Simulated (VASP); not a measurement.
# BAs (F-43m) in VASP: settings compared

BAs is run at these levels: PBEsol, PBE+D4; tasks: relaxation of cell and atoms.

Everything below comes from runs of VASP 6.6.1. Logs are shortened: lines on timing, memory, paths and dates and some standing lists are left out, and cuts for length are marked.

### Step 1. The cell of the first run

Symmetry: F-43m, No. 216, cubic system. Conventional cell: a = 4.777 Å, b = 4.777 Å, c = 4.777 Å, α = 90.00°, β = 90.00°, γ = 90.00°. Within 2.7 Å of B (site symmetry -43m) lie 4 As at 2.07 Å. Within 2.7 Å of As (site symmetry -43m) lie 4 B at 2.07 Å.

### Step 2. Relaxation of cell and atoms, PBEsol

File INCAR:

```
PREC = Accurate
ENCUT = 500
EDIFF = 1E-7
ISMEAR = 1
SIGMA = 0.02
LREAL = False
LASPH = True
NELM = 120
ALGO = Normal
ISIF = 3
LWAVE = False
LCHARG = False
GGA = PS
IBRION = 2
NSW = 80
EDIFFG = -0.03
GGA_COMPAT = False
NELMIN = 4
```

File KPOINTS:

```
regular mesh
0
Gamma
  8 8 8
```

File POSCAR:

```
BAs
1.0
    0.0000000000      2.3885000000      2.3885000000
    2.3885000000      0.0000000000      2.3885000000
    2.3885000000      2.3885000000      0.0000000000
B As
1 1
Direct
    0.0000000000      0.0000000000      0.0000000000
    0.7500000000      0.7500000000      0.7500000000
```

Potentials or basis: VASP PAW PBE potentials, release 64 (B, As).

Launch:

```sh
cat potpaw_PBE.64/B/POTCAR potpaw_PBE.64/As/POTCAR > POTCAR
mpirun -np 1 vasp_std > vasp.out
```

OUTCAR:

```text
PREC = Accurate
   ENCUT = 500
   EDIFF = 1E-7
   ISMEAR = 1
   LREAL = False
   LASPH = True
   NELM = 120
   ISIF = 3
   GGA = PS
   IBRION = 2
   NSW = 80
   EDIFFG = -0.03
   NELMIN = 4

 ion  position               nearest neighbor table
   1  0.000  0.000  0.000-   2 2.07   2 2.07   2 2.07   2 2.07
   2  0.750  0.750  0.750-   1 2.07   1 2.07   1 2.07   1 2.07

  LATTYP: Found a face centered cubic cell.
 ALAT       =     4.7770000000

  Lattice vectors:

 A1 = (   0.0000000000,   2.3885000000,   2.3885000000)
 A2 = (   2.3885000000,   0.0000000000,   2.3885000000)
 A3 = (   2.3885000000,   2.3885000000,   0.0000000000)

Analysis of symmetry for initial positions (statically):
=====================================================================
 Subroutine PRICEL returns:
 Original cell was already a primitive cell.

 Routine SETGRP: Setting up the symmetry group for a
 face centered cubic supercell.

 Subroutine GETGRP returns: Found 24 space group operations
 (whereof 24 operations were pure point group operations)
 out of a pool of 48 trial point group operations.

The static configuration has the point symmetry T_d .

Analysis of symmetry for dynamics (positions and initial velocities):
=====================================================================
 Subroutine PRICEL returns:
 Original cell was already a primitive cell.

 Routine SETGRP: Setting up the symmetry group for a
 face centered cubic supercell.

 Subroutine GETGRP returns: Found 24 space group operations
 (whereof 24 operations were pure point group operations)
 out of a pool of 48 trial point group operations.

The dynamic configuration has the point symmetry T_d .

 Subroutine INISYM returns: Found 24 space group operations
 (whereof 24 operations are pure point group operations),
 and found     1 'primitive' translations

----------------------------------------------------------------------------------------

                                     Primitive cell

  volume of cell :      27.2525

  direct lattice vectors                    reciprocal lattice vectors
     0.000000000  2.388500000  2.388500000    -0.209336404  0.209336404  0.209336404
     2.388500000  0.000000000  2.388500000     0.209336404 -0.209336404  0.209336404
     2.388500000  2.388500000  0.000000000     0.209336404  0.209336404 -0.209336404

  length of vectors
     3.377849094  3.377849094  3.377849094     0.362581287  0.362581287  0.362581287

  position of ions in fractional coordinates (direct lattice)
     0.000000000  0.000000000  0.000000000
     0.750000000  0.750000000  0.750000000

  ion indices of the primitive-cell ions
   primitive index   ion index
                 1           1
                 2           2

----------------------------------------------------------------------------------------

 KPOINTS: regular mesh

Automatic generation of k-mesh.
 Grid dimensions read from file:
 generate k-points for:    8    8    8

 Generating k-lattice:

  Cartesian coordinates                     Fractional coordinates (reciprocal lattice)
    -0.026167050  0.026167050  0.026167050     0.125000000  0.000000000  0.000000000
     0.026167050 -0.026167050  0.026167050     0.000000000  0.125000000  0.000000000
     0.026167050  0.026167050 -0.026167050     0.000000000  0.000000000  0.125000000

  Length of vectors
     0.045322661  0.045322661  0.045322661

  Shift w.r.t. Gamma in fractional coordinates (k-lattice)
     0.000000000  0.000000000  0.000000000

 Subroutine IBZKPT returns following result:
 ===========================================

 Found     29 irreducible k-points:

 Following reciprocal coordinates:
            Coordinates               Weight
  0.000000  0.000000  0.000000      1.000000
  0.125000  0.000000  0.000000      8.000000
  0.250000  0.000000  0.000000      8.000000
  0.375000  0.000000  0.000000      8.000000
  0.500000  0.000000  0.000000      4.000000
  0.125000  0.125000  0.000000      6.000000
[... 16 lines left out ...]
  0.500000  0.250000  0.125000     48.000000
 -0.375000  0.250000  0.125000     24.000000
 [... further k-points ...]
   k-points           NKPTS =     29   k-points in BZ     NKDIM =     29   number of bands    NBANDS=      8
   number of dos      NEDOS =    301   number of ions     NIONS =      2
   total plane-waves  NPLWV =  21952
   dimension x,y,z NGX =    28 NGY =   28 NGZ =   28
   dimension x,y,z NGXF=    56 NGYF=   56 NGZF=   56
   ions per type =               1   1
   NGX,Y,Z   is equivalent  to a cutoff of  13.78, 13.78, 13.78 a.u.
   NGXF,Y,Z  is equivalent  to a cutoff of  27.56, 27.56, 27.56 a.u.
 SYSTEM =  unknown system
   PREC   = accura    normal or accurate (medium, high low for compatibility)
   ISTART =      0    job   : 0-new  1-cont  2-samecut
   ICHARG =      2    charge: 1-file 2-atom 10-const
   ISPIN  =      1    spin polarized calculation?
   LNONCOLLINEAR =      F non collinear calculations
   LSORBIT =      F    spin-orbit coupling
   LASPH  =      T    aspherical Exc in radial PAW
   ENCUT  =  500.0 eV  36.75 Ry    6.06 a.u.   6.16  6.16  6.16*2*pi/ulx,y,z
   NELM   =    120;   NELMIN=  4; NELMDL= -5     # of ELM steps
   EDIFF  = 0.1E-06   stopping-criterion for ELM
   LREAL  =      F    real-space projection
   EDIFFG = -.3E-01   stopping-criterion for IOM
   NSW    =     80    number of steps for IOM
   IBRION =      2    ionic relax: 0-MD 1-quasi-New 2-CG
   NFREE  =      1    steps in history (QN), initial steepest desc. (CG)
   ISIF   =      3    stress and relaxation
   ISYM   =      2    0-nonsym 1-usesym 2-fastsym
   POTIM  = 0.5000    time-step for ionic-motion
   TEBEG  =    0.0;   TEEND  =   0.0 temperature during run
   PSTRESS=    0.0 pullay stress
   NELECT =       8.0000    total number of electrons
   NUPDOWN=      -1.0000    fix difference up-down
   EMIN   =  10.00;   EMAX   =-10.00  energy-range for DOS
   EFERMI =   0.00;   METHOD = LEGACY
   ISMEAR =     1;   SIGMA  =   0.02  broadening in eV -4-tet -1-fermi 0-gaus
   EFERMI_NEDOS =   21; number of points for ismear=-14 and -15
   IALGO  =     38    algorithm
   IMIX   =      4    mixing-type and parameters
     AMIX     =   0.40;   BMIX     =  1.00
     AMIX_MAG =   1.60;   BMIX_MAG =  1.00
  volume/ion in A,a.u.               =      13.63        91.95
  Fermi-wavevector in a.u.,A,eV,Ry     =   1.088018  2.056057 16.106360  1.183784
  Thomas-Fermi vector in A             =   2.224191
   LORBIT       =      0    0 simple, 1 ext, 2 COOP (PROOUT), +10 PAW based schemes
   GGA     = PS    functional components
   LHFCALC =     F    Hartree Fock is set to
   AEXX    =    0.0000 exact exchange contribution
   IVDW    =     0    specifies the selected vdW correction
   LEPSILON=     F    determine dielectric tensor
   LRPA    =     F    only Hartree local field effects (RPA)
 conjugate gradient relaxation of ions
 non-spin polarized calculation
 Methfessel and Paxton  Order N= 1 SIGMA  =   0.02
  energy-cutoff  :      500.00
  volume of cell :       27.25
 maximum number of plane-waves:       701
 NGX is ok and might be reduce to    28
   NGX = 13   NGY = 13   NGZ = 13

 number of electron       8.0000000 magnetization

 Free energy of the ion-electron system (eV)
  ---------------------------------------------------
  ext. energy  EPLUGINS =         0.00000000
  ---------------------------------------------------
  free energy    TOTEN  =       -12.20128232 eV

  energy without entropy =      -12.20128911  energy(sigma->0) =      -12.20128458

 E-fermi :   6.0618     XC(G=0): -10.7306

 val. band max:        6.0449574361   @ k =   0.0000   0.0000   0.0000
 cond. band min:       7.1369752046   @ k =   0.3750   0.3750   0.0000
 fundamental gap:      1.0920177685
 Fermi energy:         6.0617950490

 k-point     1 :       0.0000    0.0000    0.0000
  band No.  band energies     occupation
      1      -9.3924      2.00000
      2       6.0450      2.00000
      3       6.0450      2.00000
      4       6.0450      2.00000
      5       9.2844      0.00000
      6       9.2844      0.00000
      7       9.2844      0.00000
      8      10.7267      0.00000

 k-point     2 :       0.1250    0.0000    0.0000
  band No.  band energies     occupation
      1      -9.1358      2.00000
      2       4.0665      2.00000
      3       5.6024      2.00000
      4       5.6024      2.00000
      5       9.4002      0.00000
      6       9.8655      0.00000
      7       9.8655      0.00000
      8      11.9916      0.00000

 k-point     3 :       0.2500    0.0000    0.0000
  band No.  band energies     occupation
      1      -8.3883      2.00000
      2       1.0794      2.00000
      3       4.8885      2.00000
      4       4.8885      2.00000
      5       9.0702      0.00000
      6      10.6608      0.00000
      7      10.6608      0.00000
      8      13.8915      0.00000

 k-point     4 :       0.3750    0.0000    0.0000
  band No.  band energies     occupation
      1      -7.2768      2.00000
      2      -1.5116      2.00000
      3       4.3884      2.00000
      4       4.3884      2.00000
      5       8.7946      0.00000
      6      10.8261      0.00000
      7      10.8261      0.00000
      8      14.7446      0.00000

 k-point     5 :       0.5000    0.0000    0.0000
  band No.  band energies     occupation
      1      -6.5078      2.00000
      2      -2.7883      2.00000
      3       4.2155      2.00000
      4       4.2155      2.00000
      5       8.6986      0.00000
      6      10.7707      0.00000
      7      10.7707      0.00000
      8      14.7503      0.00000
[... 177 lines left out ...]
 k-point    22 :       0.3750    0.2500    0.1250
  band No.  band energies     occupation
      1      -7.7347      2.00000
      2       0.8358      2.00000
      3       2.2935      2.00000
      4       4.0086      2.00000
      5       9.2107      0.00000
      6      11.2393      0.00000
      7      11.8887      0.00000
      8      13.1993      0.00000

 k-point    23 :       0.5000    0.2500    0.1250
  band No.  band energies     occupation
      1      -6.6622      2.00000
      2      -1.1408      2.00000
      3       1.5729      2.00000
      4       3.2849      2.00000
      5       9.8307      0.00000
      6      11.0493      0.00000
      7      12.5077      0.00000
      8      14.0680      0.00000

 k-point    24 :      -0.3750    0.2500    0.1250
  band No.  band energies     occupation
      1      -5.9346      2.00000
      2      -2.2751      2.00000
      3       1.4535      2.00000
      4       2.9450      2.00000
      5       9.9474      0.00000
      6      10.7347      0.00000
      7      13.4764      0.00000
      8      15.0153      0.00000

 [... further k-points ...]
[... 5 lines left out ...]
  --------------------------------------------------------------------------------------
  -------------------------------------------------------------------------------------
  Total        0.0108029      0.0108029      0.0108029     -0.0000000      0.0000000     -0.0000000
  in kB        0.6351071      0.6351071      0.6351071     -0.0000000      0.0000000     -0.0000000
  external PRESSURE =       0.6351071 kB  Pullay stress =       0.0000000 kB

 VOLUME and BASIS-vectors are now :
 -----------------------------------------------------------------------------
  energy-cutoff  :      500.00
  volume of cell :       27.25
      direct lattice vectors                 reciprocal lattice vectors
     0.000000000  2.388500000  2.388500000    -0.209336404  0.209336404  0.209336404
     2.388500000  0.000000000  2.388500000     0.209336404 -0.209336404  0.209336404
     2.388500000  2.388500000  0.000000000     0.209336404  0.209336404 -0.209336404

 POSITION                                       TOTAL-FORCE (eV/Angst)
 -----------------------------------------------------------------------------------
      0.00000      0.00000      0.00000         0.000000      0.000000      0.000000
      3.58275      3.58275      3.58275        -0.000000     -0.000000     -0.000000
 -----------------------------------------------------------------------------------
    total drift:                                0.000000      0.000000      0.000000

  FREE ENERGIE OF THE ION-ELECTRON SYSTEM (eV)
  ---------------------------------------------------
  free  energy   TOTEN  =       -12.2012823178 eV

  energy  without entropy=      -12.2012891122  energy(sigma->0) =      -12.20128458

 reached required accuracy - stopping structural energy minimisation
```

Wall time 7.4 s (1 thread of Intel Xeon Platinum 8375C at 2.90GHz (Ice Lake), shared host); peak memory 0.15 GiB.

Results:

| Quantity | Value |
| --- | --- |
| Free energy | -12.2013 eV |
| Pressure after relaxing | 0.1 GPa |
| Band gap on the k mesh | 1.09 eV (least direct gap 3.24 eV) |

Final structure:
```xyz
2
Lattice="0.0000 2.3885 2.3885 2.3885 0.0000 2.3885 2.3885 2.3885 0.0000" Properties=species:S:1:pos:R:3 pbc="T T T"
B     0.0000    0.0000    0.0000
As    3.5827    3.5827    3.5827
```

Levels at points of the mesh, in eV from the valence-band top:
```
           k point  band 2  band 3  band 4  band 5  band 6  band 7
(0.00, 0.00, 0.00)    0.00    0.00    0.00    3.24    3.24    3.24
(0.50, 0.00, 0.00)   -8.83   -1.83   -1.83    2.65    4.73    4.73
(0.50, 0.50, 0.00)   -8.53   -4.11   -4.11    1.31    1.34   11.34
```

Caveat: the relaxation stopped at its first step, so nothing moved; the PAW data sets were made with another functional, which shifts forces and pressure a little. A k mesh can miss the band edges.

### Step 3. Relaxation of cell and atoms, PBE+D4

File INCAR:

```
SYSTEM = BAs
ALGO = Normal
EDIFF = 1E-7
EDIFFG = -0.03
ENCUT = 500
GGA = PE
GGA_COMPAT = .FALSE.
IBRION = 2
ISIF = 3
ISMEAR = 1
IVDW = 13
LASPH = .TRUE.
LCHARG = .FALSE.
LREAL = .FALSE.
LWAVE = .FALSE.
NELM = 120
NELMIN = 4
NSW = 80
PREC = Accurate
SIGMA = 0.02
```

File KPOINTS:

```
k-points
0
G
  8 8 8
  0 0 0
```

POSCAR is that of step 2.

Potentials or basis: VASP PAW PBE potentials, release 64 (B, As).

Launch:

```sh
cat potpaw_PBE.64/B/POTCAR potpaw_PBE.64/As/POTCAR > POTCAR
mpirun -np 1 vasp_std > vasp.out
```

Wall time 17 s (1 thread of Intel Xeon Platinum 8375C at 2.90GHz (Ice Lake), shared host); peak memory 0.16 GiB.

Results (log left out):

- Free energy: -12.1558 eV
- Relaxed volume: 13.53 Å³/atom
- Relaxed cell: a = 3.370 Å, b = 3.370 Å, c = 3.370 Å, α = 60.00°, β = 60.00°, γ = 60.00°
- Space group after relaxing (to 0.1 Å): F-43m (No. 216)
- Energy gained by relaxing: 0.3 meV/atom
- Ionic steps: 3
- Pressure after relaxing: 0.0 GPa
- Band gap on the k mesh: 1.18 eV (least direct gap 3.28 eV)
- Dispersion energy per atom: -0.378 eV

The path:
| step | energy change (eV) | largest force (eV/Å) | pressure (GPa) | volume (Å³) |
| --- | --- | --- | --- | --- |
| 1 | 0.0000 | 0.0000 | -0.96 | 27.25 |
| 2 | -0.0003 | 0.0000 | 0.70 | 26.93 |
| 3 | -0.0006 | 0.0000 | 0.01 | 27.06 |

Final structure:
```
B As
1.0
     0.00000    2.38291    2.38291
     2.38291    0.00000    2.38291
     2.38291    2.38291    0.00000
B As
1 1
Direct
  0.00000 0.00000 0.00000
  0.75000 0.75000 0.75000
```

Levels at points of the mesh, in eV from the valence-band top:
| k point | band 1 | band 2 | band 3 | band 4 | band 5 | band 6 | band 7 | band 8 |
| --- | --- | --- | --- | --- | --- | --- | --- | --- |
| (0.00, 0.00, 0.00) | -15.47 | 0.00 | 0.00 | 0.00 | 3.28 | 3.28 | 3.28 | 4.78 |
| (0.50, 0.00, 0.00) | -12.57 | -8.84 | -1.83 | -1.83 | 2.73 | 4.79 | 4.79 | 8.88 |
| (0.50, 0.50, 0.00) | -11.24 | -8.57 | -4.11 | -4.11 | 1.42 | 1.43 | 11.43 | 11.43 |

A k mesh can miss the band edges. A hybrid or GW would open this gap; PBE tends to underestimate it.
